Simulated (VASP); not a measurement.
Set up this calculation in VASP 6.6.1, as the native input.

```yaml
Task: single point
Functional: PBE
Potentials_or_basis: VASP PAW PBE potentials, release 64 (Sb)
Cutoff: 520 eV
k_mesh: 11 × 11 × 1
Occupations: fermi-dirac, width 0.1 eV
Spin: no spin polarisation
Dipole_correction: yes
Further_INCAR_settings: ALGO = Normal; EDIFF = 1e-07; NBANDS = 18
```

The structure of Sb lies in POSCAR:

```
Sb
1.0
    3.3888387676      0.0000000000      0.0000000000
   -1.6944193838      2.9348204621      0.0000000000
    0.0000000000      0.0000000000     24.3009000000
Sb
4
Direct
    0.0000000000      0.0000000000      0.3292053833
    0.3333333340      0.6666666660      0.4430684606
    0.6666666670      0.3333333330      0.5569315387
    0.0000000000      0.0000000000      0.6707946167
```

One way to write it, as run:

INCAR

```
  PREC = Accurate
  ENCUT = 520
  EDIFF = 1E-7
  ISMEAR = -1
  SIGMA = 0.1
  LREAL = False
  LASPH = True
  NELM = 80
  ALGO = Normal
  ISIF = 2
  LWAVE = False
  LCHARG = True
  LDIPOL = True
  IDIPOL = 3
  DIPOL = 0.5 0.5 0.500
  GGA = PE
  LELF = True
  LVHAR = True
  LVACPOTAV = True
  NBANDS = 18
```

KPOINTS

```
Automatic mesh
0
Gamma
  11 11 1
```

Potentials or basis: VASP PAW PBE potentials, release 64 (Sb).

The run is started by

```bash
$ cat potpaw_PBE.64/Sb/POTCAR > POTCAR
$ mpirun -np 1 vasp_std > vasp.out
```

It gave:

- Largest force: 0.421 eV/Å
- Band gap on the k mesh: zero (band 10 reaches 5.11 eV, above the bottom of band 11 at -0.66 eV)

Caveat: spin-orbit coupling is left out, which moves the levels of the heavy elements.

Wall time 88 s on 1 thread of Intel(R) Xeon(R) Platinum 8488C (Sapphire Rapids), on a shared host, peak memory 0.38 GiB.
